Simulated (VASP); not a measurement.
Wanted: the native input for a VASP 6.6.1 run.

| Property | Result |
| --- | --- |
| Task | single point |
| Functional | PBE |
| Dispersion | D3(BJ) |
| Potentials or basis | VASP PAW PBE potentials, release 64 (C, S) |
| Cutoff | 520 eV |
| k mesh | 2 × 2 × 1 |
| Occupations | fermi-dirac, width 0.05 eV |
| Spin | collinear spin, zero start |
| Starting moments | [0.0, 0.0, 0.0, 0.0, 0.0, 0.0, 0.0, 0.0, 0.0, 0.0, 0.0, 0.0, 0.0, 0.0, 0.0, 0.0, 0.0, 0.0, 0.0] μB |
| Dipole correction | no |
| Further INCAR settings | ALGO = Normal; EDIFF = 1e-06; NBANDS = 58; NELMDL = -8 |

The structure of C18S lies in POSCAR:

```
C18S
1.0
    7.3980000000      0.0000000000      0.0000000000
   -3.6990000000      6.4068560000      0.0000000000
    0.0000000000      0.0000000000     13.0000000000
C S
18 1
Direct
    0.0049699989      0.0001595166      0.0719350769
    0.2267316646      0.1111470275      0.0709636154
    0.0049356973      0.3330873989      0.0723352308
    0.2266149177      0.4437491650      0.0713201538
    0.0038704081      0.6660238657      0.0702032308
    0.2262644554      0.7772128795      0.0711496923
    0.3370660362     -0.0002118044      0.0725839231
    0.5576691899      0.1121323782      0.0795039231
    0.3373644796      0.3328122249      0.0723873077
    0.5593289481      0.4436692506      0.0721560769
    0.3369057691      0.6655125384      0.0728993077
    0.5576839940      0.7735085664      0.0797394615
    0.6715842625     -0.0001445327      0.0955293077
    0.8972869941      0.1126580650      0.0774705385
    0.6704120497      0.3332620555      0.0735663846
    0.8927485891      0.4437691436      0.0718861538
    0.6705295132      0.6653288290      0.0734676923
    0.8927633433      0.7771579383      0.0715898462
    0.6609983991      0.9918783878      0.2446980769
```

One way to write it, as run:

INCAR

```
SYSTEM = C18S
PREC     = Accurate       ! precision mode
ENCUT    = 520            ! plane-wave cutoff, eV
EDIFF    = 1E-6           ! SCF threshold, eV
ISMEAR   = -1             ! smearing method
SIGMA    = 0.05           ! smearing width, eV
LREAL    = .FALSE.        ! projectors in reciprocal space
LASPH    = .TRUE.         ! aspherical terms in the spheres
NELM     = 200            ! most SCF steps
ALGO     = Normal         ! electronic algorithm
ISIF     = 2              ! what is computed and relaxed
LWAVE    = .FALSE.        ! write WAVECAR
LCHARG   = .TRUE.         ! write CHGCAR
ISPIN    = 2              ! spin polarisation
MAGMOM   = 0 0 0 0 0 0 0 0 0 0 0 0 0 0 0 0 0 0 0 ! initial moments
LORBIT   = 11             ! projections on sites
GGA      = PE             ! functional
IVDW     = 12             ! dispersion correction
LELF     = .TRUE.         ! ELF
LVHAR    = .TRUE.       
NBANDS   = 58             ! bands
GGA_COMPAT= .FALSE.      
NELMDL   = -8
```

KPOINTS

```
regular mesh
0
G
  2 2 1
  0 0 0
```

Potentials or basis: VASP PAW PBE potentials, release 64 (C, S).

Command:

```bash
$ cat potpaw_PBE.64/C/POTCAR potpaw_PBE.64/S/POTCAR > POTCAR
$ mpirun -np 1 vasp_std > vasp.out
```

It gave:

| Item | Value |
| --- | --- |
| Largest force | 0.097 eV/Å |
| Band gap on the k mesh | 0.14 eV (least direct gap 0.16 eV) |
| Net moment | 0.00 μB per cell |
| Valence electrons inside the program's atomic spheres | C 2.66, 2.65, 2.64, 2.62, 2.61, 2.59, 2.63 (each value once); S 3.62 |
| Dispersion energy per atom | -0.095 eV |

Caveat: the k points lie up to 0.49 Å⁻¹ apart; there is no dipole correction, which matters where the two faces differ; semilocal functionals underestimate gaps, and a narrow one can read as zero.

Wall time 11 min on 1 thread of Intel(R) Xeon(R) 6975P-C (Granite Rapids) (shared host), peak memory 0.95 GiB.
